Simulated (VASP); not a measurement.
# BeTlH3 (P1) in VASP: single point with PBEsol

Aim: the single point of BeTlH3 with PBEsol.

Everything below comes from runs of VASP 6.6.1. Logs are shortened: lines on timing, memory, paths and dates and some standing lists are left out, and cuts for length are marked.

## 1. The cell of the first run

The typed cell holds 10 atoms: a = 4.333 Å, b = 7.816 Å, c = 4.664 Å, α = 77.99°, β = 62.57°, γ = 76.75°.

## 2. Single point, PBEsol

File INCAR:

```
SYSTEM = BeTlH3
ALGO     = Normal         ! electronic algorithm
EDIFF    = 1E-6           ! SCF threshold, eV
ENCUT    = 520            ! plane-wave cutoff, eV
GGA      = PS             ! functional
ISIF     = 2              ! what is computed and relaxed
ISMEAR   = -1             ! smearing method
LASPH    = .True.         ! aspherical terms in the spheres
LCHARG   = .True.         ! write CHGCAR
LELF     = .True.         ! ELF
LREAL    = .False.        ! projectors in reciprocal space
LVHAR    = .True.       
LWAVE    = .False.        ! write WAVECAR
NBANDS   = 29             ! bands
NELM     = 100            ! most SCF steps
PREC     = Accurate       ! precision mode
SIGMA    = 0.05           ! smearing width, eV
```

File KPOINTS:

```
k-points
0
Gamma
  4 2 4
  0 0 0
```

File POSCAR:

```
BeTlH3
1.0
    4.1765677587      0.4410665846      1.0656376760
    0.8381979945      7.7299137209      0.7968138611
    1.0306475532      0.4027940999      4.5312203572
Be Tl H
2 2 6
Direct
    0.2208680969     -0.3090076223      0.0431294315
    0.0232754420      0.4655842305      0.0978710912
    0.4279417051      0.2238284538      0.4399187141
    0.9960960529      0.8442875072      0.5140612748
   -0.1992185933      0.3944951241      0.4161879092
    0.8094097356      0.0151231282      0.7876806545
    0.0980876590      0.3679296474     -0.1572436272
    0.4346573483      0.7871722976      0.7489733651
    0.3540402700      0.5025389783      0.0877602882
   -0.0999963695      0.6609480452      0.0354515531
```

Potentials or basis: VASP PAW PBE potentials, release 64 (Be, Tl_d, H).

The run is started by

```sh
cat potpaw_PBE.64/Be/POTCAR potpaw_PBE.64/Tl_d/POTCAR potpaw_PBE.64/H/POTCAR > POTCAR
mpirun -np 1 vasp_std > vasp.out
```

OUTCAR:

```text
SYSTEM = BeTlH3
   EDIFF = 1E-6
   ENCUT = 520
   GGA = PS
   ISIF = 2
   ISMEAR = -1
   LASPH = .True.
   LREAL = .False.
   NELM = 100
   PREC = Accurate

 ion  position               nearest neighbor table
   1  0.221  0.691  0.043-   8 1.42   9 1.46  10 1.48   2 2.05   4 2.41   4 2.99
   2  0.023  0.466  0.098-   7 1.42   5 1.42   9 1.50  10 1.51   1 2.05   3 3.00   3 3.16
   3  0.428  0.224  0.440-   7 2.12   5 2.27   9 2.49   2 3.00   2 3.16   4 3.46   4 3.73
   4  0.996  0.844  0.514-   6 1.82   8 2.27   1 2.41  10 2.46   1 2.99   3 3.46   3 3.73
   5  0.801  0.394  0.416-   2 1.42   3 2.27
   6  0.809  0.015  0.788-   4 1.82
   7  0.098  0.368  0.843-   2 1.42   3 2.12
   8  0.435  0.787  0.749-   1 1.42   4 2.27
   9  0.354  0.503  0.088-   1 1.46   2 1.50   3 2.49
  10  0.900  0.661  0.035-   1 1.48   2 1.51   4 2.46

  LATTYP: Found a triclinic cell.
 ALAT       =    16.3386061272
 B/A-ratio  =     0.6558104363
 C/A-ratio  =     0.8176428795
 COS(alpha) =     0.0031042948
 COS(beta)  =     0.5855608482
 COS(gamma) =     0.8103691023

  Lattice vectors:

 A1 = (  -4.8223161945, -15.4980999265,   1.8719549590)
 A2 = (  -2.9534706468,  -7.3653921057,   7.1999891773)
 A3 = (  -2.8994931009,  -8.5355019207,  -9.8592545755)

Analysis of symmetry for initial positions (statically):
=====================================================================
 Subroutine PRICEL returns:
 Original cell was already a primitive cell.

 Routine SETGRP: Setting up the symmetry group for a
 triclinic supercell.

 Subroutine GETGRP returns: Found  1 space group operations
 (whereof  1 operations were pure point group operations)
 out of a pool of  2 trial point group operations.

The static configuration has the point symmetry C_1 .

Analysis of symmetry for dynamics (positions and initial velocities):
=====================================================================
 Subroutine PRICEL returns:
 Original cell was already a primitive cell.

 Routine SETGRP: Setting up the symmetry group for a
 triclinic supercell.

 Subroutine GETGRP returns: Found  1 space group operations
 (whereof  1 operations were pure point group operations)
 out of a pool of  2 trial point group operations.

The dynamic configuration has the point symmetry C_1 .

 Subroutine INISYM returns: Found  1 space group operations
 (whereof  1 operations are pure point group operations),
 and found     1 'primitive' translations

----------------------------------------------------------------------------------------

                                     Primitive cell

  volume of cell :     135.5048

  direct lattice vectors                    reciprocal lattice vectors
     4.176567759  0.441066585  1.065637676     0.256116303 -0.021968413 -0.056302028
     0.838197994  7.729913721  0.796813861    -0.011581414  0.131557339 -0.009060289
     1.030647553  0.402794100  4.531220357    -0.058196011 -0.017967862  0.235525276

  length of vectors
     4.332879139  7.815948717  4.664379422     0.263150319  0.132376552  0.243273047

  position of ions in fractional coordinates (direct lattice)
     0.220868097  0.690992378  0.043129431
     0.023275442  0.465584230  0.097871091
     0.427941705  0.223828454  0.439918714
     0.996096053  0.844287507  0.514061275
     0.800781407  0.394495124  0.416187909
     0.809409736  0.015123128  0.787680655
     0.098087659  0.367929647  0.842756373
     0.434657348  0.787172298  0.748973365
     0.354040270  0.502538978  0.087760288
     0.900003631  0.660948045  0.035451553

  ion indices of the primitive-cell ions
   primitive index   ion index
                 1           1
                 2           2
                 3           3
                 4           4
                 5           5
                 6           6
                 7           7
                 8           8
                 9           9
                10          10

----------------------------------------------------------------------------------------

 KPOINTS: k-points

Automatic generation of k-mesh.
 Grid dimensions read from file:
 generate k-points for:    4    2    4

 Generating k-lattice:

  Cartesian coordinates                     Fractional coordinates (reciprocal lattice)
     0.064029076 -0.005492103 -0.014075507     0.250000000  0.000000000  0.000000000
    -0.005790707  0.065778670 -0.004530144     0.000000000  0.500000000 -0.000000000
    -0.014549003 -0.004491966  0.058881319    -0.000000000 -0.000000000  0.250000000

  Length of vectors
     0.065787580  0.066188276  0.060818262

  Shift w.r.t. Gamma in fractional coordinates (k-lattice)
     0.000000000  0.000000000  0.000000000

 Subroutine IBZKPT returns following result:
 ===========================================

 Found     20 irreducible k-points:

 Following reciprocal coordinates:
            Coordinates               Weight
  0.000000  0.000000  0.000000      1.000000
  0.250000 -0.000000 -0.000000      2.000000
  0.500000 -0.000000 -0.000000      1.000000
  0.000000  0.500000  0.000000      1.000000
  0.250000  0.500000 -0.000000      2.000000
  0.500000  0.500000 -0.000000      1.000000
[... 12 lines left out ...]
  0.250000  0.500000  0.500000      2.000000
  0.500000  0.500000  0.500000      1.000000
   k-points           NKPTS =     20   k-points in BZ     NKDIM =     20   number of bands    NBANDS=     29
   number of dos      NEDOS =    301   number of ions     NIONS =     10
   total plane-waves  NPLWV =  69120
   dimension x,y,z NGX =    32 NGY =   60 NGZ =   36
   dimension x,y,z NGXF=    64 NGYF=  120 NGZF=   72
   ions per type =               2   2   6
   NGX,Y,Z   is equivalent  to a cutoff of  12.28, 12.76, 12.83 a.u.
   NGXF,Y,Z  is equivalent  to a cutoff of  24.56, 25.52, 25.66 a.u.
 SYSTEM =  BeTlH3
   PREC   = accura    normal or accurate (medium, high low for compatibility)
   ISTART =      0    job   : 0-new  1-cont  2-samecut
   ICHARG =      2    charge: 1-file 2-atom 10-const
   ISPIN  =      1    spin polarized calculation?
   LNONCOLLINEAR =      F non collinear calculations
   LSORBIT =      F    spin-orbit coupling
   LASPH  =      T    aspherical Exc in radial PAW
   ENCUT  =  520.0 eV  38.22 Ry    6.18 a.u.   8.06 14.53  8.67*2*pi/ulx,y,z
   NELM   =    100;   NELMIN=  2; NELMDL= -5     # of ELM steps
   EDIFF  = 0.1E-05   stopping-criterion for ELM
   LREAL  =      F    real-space projection
   EDIFFG = 0.1E-04   stopping-criterion for IOM
   NSW    =      0    number of steps for IOM
   IBRION =     -1    ionic relax: 0-MD 1-quasi-New 2-CG
   NFREE  =      0    steps in history (QN), initial steepest desc. (CG)
   ISIF   =      2    stress and relaxation
   ISYM   =      2    0-nonsym 1-usesym 2-fastsym
   POTIM  = 0.5000    time-step for ionic-motion
   TEBEG  =    0.0;   TEEND  =   0.0 temperature during run
   PSTRESS=    0.0 pullay stress
   NELECT =      36.0000    total number of electrons
   NUPDOWN=      -1.0000    fix difference up-down
   EMIN   =  10.00;   EMAX   =-10.00  energy-range for DOS
   EFERMI =   0.00;   METHOD = LEGACY
   ISMEAR =    -1;   SIGMA  =   0.05  broadening in eV -4-tet -1-fermi 0-gaus
   EFERMI_NEDOS =   21; number of points for ismear=-14 and -15
   IALGO  =     38    algorithm
   IMIX   =      4    mixing-type and parameters
     AMIX     =   0.40;   BMIX     =  1.00
     AMIX_MAG =   1.60;   BMIX_MAG =  1.00
  volume/ion in A,a.u.               =      13.55        91.44
  Fermi-wavevector in a.u.,A,eV,Ry     =   1.052424  1.988793 15.069764  1.107596
  Thomas-Fermi vector in A             =   2.187506
   LORBIT       =      0    0 simple, 1 ext, 2 COOP (PROOUT), +10 PAW based schemes
   GGA     = PS    functional components
   LHFCALC =     F    Hartree Fock is set to
   AEXX    =    0.0000 exact exchange contribution
   IVDW    =     0    specifies the selected vdW correction
   LEPSILON=     F    determine dielectric tensor
   LRPA    =     F    only Hartree local field effects (RPA)
 non-spin polarized calculation
  energy-cutoff  :      520.00
  volume of cell :      135.50
 maximum number of plane-waves:      3670
   NGX = 17   NGY = 29   NGZ = 17

 number of electron      36.0000001 magnetization

 Free energy of the ion-electron system (eV)
  ---------------------------------------------------
  ext. energy  EPLUGINS =         0.00000000
  ---------------------------------------------------
  free energy    TOTEN  =       -30.88756448 eV

  energy without entropy =      -30.88756442  energy(sigma->0) =      -30.88756445

 E-fermi :   2.0109     XC(G=0):  -8.5083

 val. band max:        1.2824138328   @ k =   0.0000   0.0000   0.0000
 cond. band min:       2.7309628601   @ k =   0.5000  -0.0000   0.5000
 fundamental gap:      1.4485490273
 Fermi energy:         2.0108676175

 k-point     1 :       0.0000    0.0000    0.0000
  band No.  band energies     occupation
      1      -9.6306      2.00000
      2      -9.3930      2.00000
      3      -9.3767      2.00000
      4      -9.3462      2.00000
      5      -9.2738      2.00000
      6      -9.0142      2.00000
[... 21 lines left out ...]
     28       9.1078      0.00000
     29       9.7872      0.00000

 k-point     2 :       0.2500   -0.0000   -0.0000
  band No.  band energies     occupation
      1      -9.6267      2.00000
      2      -9.4117      2.00000
      3      -9.3638      2.00000
      4      -9.3343      2.00000
      5      -9.2688      2.00000
      6      -9.0114      2.00000
[... 21 lines left out ...]
     28       9.5097      0.00000
     29       9.8480      0.00000

 k-point     3 :       0.5000   -0.0000   -0.0000
  band No.  band energies     occupation
      1      -9.6260      2.00000
      2      -9.4383      2.00000
      3      -9.3658      2.00000
      4      -9.3044      2.00000
      5      -9.2615      2.00000
      6      -9.0250      2.00000
[... 510 lines left out ...]
      5      -9.2790      2.00000
      6      -9.0383      2.00000
[... 21 lines left out ...]
     28      10.2512      0.00000
     29      10.7873      0.00000

 k-point    20 :       0.5000    0.5000    0.5000
  band No.  band energies     occupation
      1      -9.6284      2.00000
      2      -9.4074      2.00000
      3      -9.3407      2.00000
      4      -9.3203      2.00000
      5      -9.2943      2.00000
      6      -9.0501      2.00000
[... 21 lines left out ...]
     28      10.5664      0.00000
     29      11.0634      0.00000

------------------------ aborting loop because EDIFF is reached ----------------------------------------

  FORCE on cell =-STRESS in cart. coord.  units (eV):
  Direction    XX          YY          ZZ          XY          YZ          ZX
  --------------------------------------------------------------------------------------
  -------------------------------------------------------------------------------------
  Total       -0.0283041     -0.0378611     -0.0674937      0.0255458     -0.0119682      0.0124378
  in kB       -0.3346613     -0.4476604     -0.7980293      0.3020474     -0.1415088      0.1470617
  external PRESSURE =      -0.5267837 kB  Pullay stress =       0.0000000 kB

 VOLUME and BASIS-vectors are now :
 -----------------------------------------------------------------------------
  energy-cutoff  :      520.00
  volume of cell :      135.50
      direct lattice vectors                 reciprocal lattice vectors
     4.176567759  0.441066585  1.065637676     0.256116303 -0.021968413 -0.056302028
     0.838197994  7.729913721  0.796813861    -0.011581414  0.131557339 -0.009060289
     1.030647553  0.402794100  4.531220357    -0.058196011 -0.017967862  0.235525276

 POSITION                                       TOTAL-FORCE (eV/Angst)
 -----------------------------------------------------------------------------------
      1.54611      5.45610      0.98139         0.008854      0.021538      0.019410
      0.58833      3.64861      0.83926        -0.006236     -0.011141     -0.000252
      2.42834      2.09612      2.62775         0.001384     -0.002219     -0.001957
      5.39776      7.17268      4.06354         0.001500     -0.001584     -0.009653
      4.10413      3.57025      3.05352        -0.005253     -0.003787      0.007762
      4.20505      0.79118      4.44374        -0.000658     -0.003619     -0.000568
      1.58665      3.22678      4.21641        -0.000910     -0.003381     -0.007006
      3.24711      6.57817      4.48418         0.006690      0.006787     -0.005569
      1.99035      4.07609      1.17537         0.011441     -0.007004      0.003953
      4.34947      5.52031      1.64637        -0.016813      0.004409     -0.006121
 -----------------------------------------------------------------------------------
    total drift:                                0.000127     -0.000273      0.000188

  FREE ENERGIE OF THE ION-ELECTRON SYSTEM (eV)
  ---------------------------------------------------
  free  energy   TOTEN  =       -30.8875644760 eV

  energy  without entropy=      -30.8875644216  energy(sigma->0) =      -30.88756445
```

It took 2.4 min on 1 thread of AMD EPYC 7R13 (Zen 3), shared host; peak memory 0.24 GiB.

What came out:

```yaml
Free_energy: -30.8876 eV
Pressure: -0.1 GPa
Largest_force: 0.030 eV/Å
Band_gap_on_the_k_mesh: 1.45 eV, indirect (least direct gap 2.36 eV)
```

Forces in eV/Å, atoms in the order of the input:
```
Be   0.009  0.022  0.019
Be  -0.006 -0.011  0.000
Tl   0.001 -0.002 -0.002
Tl   0.002 -0.002 -0.010
H   -0.005 -0.004  0.008
H   -0.001 -0.004 -0.001
H   -0.001 -0.003 -0.007
H    0.007  0.007 -0.006
H    0.011 -0.007  0.004
H   -0.017  0.004 -0.006
```

Levels at points of the mesh, in eV from the valence-band top:
| k point | band 16 | band 17 | band 18 | band 19 | band 20 | band 21 |
| --- | --- | --- | --- | --- | --- | --- |
| (0.00, 0.00, 0.00) | -1.25 | -0.51 | 0.00 | 3.31 | 3.53 | 3.92 |
| (0.50, 0.00, 0.00) | -3.02 | -1.53 | -1.05 | 2.35 | 2.98 | 3.55 |
| (0.00, 0.50, 0.00) | -1.24 | -0.58 | -0.09 | 3.27 | 3.72 | 3.87 |
| (0.50, 0.50, 0.00) | -2.49 | -1.30 | -1.06 | 2.10 | 2.50 | 3.69 |
| (0.00, 0.00, 0.50) | -2.29 | -2.15 | -0.83 | 2.53 | 3.16 | 3.75 |
| (0.50, 0.00, 0.50) | -2.24 | -1.71 | -0.91 | 1.45 | 2.51 | 3.53 |
| (0.00, 0.50, 0.50) | -1.91 | -1.37 | -0.77 | 2.02 | 2.10 | 3.24 |
| (0.50, 0.50, 0.50) | -2.54 | -1.74 | -1.08 | 2.74 | 2.99 | 3.12 |

Caveat: the PAW data sets were made with another functional, which shifts forces and pressure a little; spin-orbit coupling is left out, which moves the levels of the heavy elements.
